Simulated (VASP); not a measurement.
Si2Mo: single point with r2SCAN

The system is Si2Mo.

```
Si Mo
1.0
     4.58398    0.00000    0.00000
    -2.29199    3.96984    0.00000
     0.00000    0.00000    6.57684
Si Mo
6 3
Cartesian
  -1.1653 3.3193 5.4807
  1.1267 0.6505 1.0961
  2.2920 2.6688 3.2884
  3.4573 0.6505 5.4807
  1.1653 3.3193 1.0961
  0.0000 1.3010 3.2884
  2.2920 0.0000 3.2884
  -1.1460 1.9849 1.0961
  1.1460 1.9849 5.4807
```

* Program: VASP 6.6.1
* Task: single point
* Functional: r2SCAN
* Potentials or basis: VASP PAW PBE potentials, release 64 (Si, Mo_sv)
* Cutoff: 520 eV
* k mesh: 12 × 12 × 6
* Occupations: gaussian, width 0.01 eV
* Spin: no spin polarisation
* Dipole correction: no
* Further INCAR settings: ALGO = Normal; EDIFF = 1e-06; NBANDS = 43

* Pressure: 0.4 GPa
* Largest force: 0.008 eV/Å
* Band gap on the k mesh: 0.15 eV (least direct gap 0.69 eV)

Forces on the atoms (eV/Å):
```
Si  -0.007  0.004  0.000
Si  -0.007 -0.004  0.000
Si   0.000  0.008  0.000
Si   0.007 -0.004  0.000
Si   0.007  0.004  0.000
Si   0.000 -0.008  0.000
Mo   0.000  0.000  0.000
Mo   0.000  0.000  0.000
Mo   0.000  0.000  0.000
```

Levels at points of the mesh, in eV from the valence-band top:
```csv
k point,band 31,band 32,band 33,band 34,band 35,band 36
"(0.00, 0.00, 0.00)",-2.92,-2.25,-0.86,2.23,2.56,2.56
"(0.50, 0.00, 0.00)",-1.62,-1.10,-0.68,0.15,0.85,0.99
"(0.00, 0.00, 0.50)",-2.27,-0.76,-0.76,2.04,2.52,2.59
"(0.50, 0.00, 0.50)",-2.04,-1.28,0.00,0.69,1.23,1.52
```

Wall time 9.9 min on 1 thread of Intel(R) Xeon(R) 6975P-C (Granite Rapids) (shared host), peak memory 0.46 GiB.

Caveat: the PAW data sets were made with another functional, which shifts forces and pressure a little. A k mesh can miss the band edges.
